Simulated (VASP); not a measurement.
Set up this calculation in VASP 6.6.1, as the native input.

| Quantity | Value |
| --- | --- |
| Task | single point |
| Functional | PBE |
| Potentials or basis | VASP PAW PBE potentials, release 64 (Co, Ni, Ta_pv) |
| Cutoff | 520 eV |
| k mesh | 1 × 1 × 1, shifted |
| Occupations | fermi-dirac, width 0.05 eV |
| Spin | no spin polarisation |
| Dipole correction | no |
| Further INCAR settings | LREAL = Auto; ALGO = Normal; EDIFF = 1e-06; NBANDS = 92; ISYM = 0 |

The structure of Ta2Co7Ni7 lies in POSCAR:

```
Ta2Co7Ni7
1.0
    5.6289370000      0.2476520000      0.1288210000
    0.2476520000      5.7582790000     -0.1194910000
    0.1288210000     -0.1194910000      5.9706240000
Co Ni Ta
7 7 2
Direct
    0.6141450465      0.3073154087      0.6541087911
    0.4200463141      0.5179152393      1.0003494482
    0.1070537939      0.7884139427      0.1594976662
    0.5898005837      0.7269775583      0.6977839459
    0.8803924835      0.0486140952      0.8963895410
    0.1860188282      0.7673442804      0.7551982178
    0.3662298761      0.5646328186      0.4082304364
    0.4512246565      0.0339450724      0.9517025221
    0.6854971883      0.7939344869      0.2002161905
    0.3623965050      0.9873260825      0.4488059038
    0.8785414883      0.5111732480      0.9309214597
    0.9040651174      0.5377017222      0.4555662765
    0.6502558445      0.2474683615      0.2327709187
    0.9060845002      0.9924065243      0.4944998942
    0.1949161627      0.3016731255      0.7040563815
    0.1234955376      0.2224497605      0.1882710962
```

These files were run (other wordings do the same):

INCAR

```
PREC = Accurate
ENCUT = 520
EDIFF = 1E-6
ISMEAR = -1
SIGMA = 0.05
LREAL = Auto
LASPH = T
NELM = 80
ALGO = Normal
ISIF = 2
LWAVE = F
LCHARG = T
GGA = PE
LELF = T
LVHAR = T
NBANDS = 92
ISYM = 0
```

KPOINTS

```
Automatic mesh
0
Gamma
  1 1 1
  0.25 0.25 0.25
```

Potentials or basis: VASP PAW PBE potentials, release 64 (Co, Ni, Ta_pv).

Command:

```sh
$ cat potpaw_PBE.64/Co/POTCAR potpaw_PBE.64/Ni/POTCAR potpaw_PBE.64/Ta_pv/POTCAR > POTCAR
$ mpirun -np 1 vasp_std > vasp.out
```

Results of the run:

- Pressure: -4.4 GPa
- Largest force: 1.183 eV/Å

Caveat: the k points lie up to 1.12 Å⁻¹ apart.

It took 88 s on 1 thread of AMD EPYC 9R45 96-Core Processor (Zen 5) (shared host), peak memory 0.27 GiB.
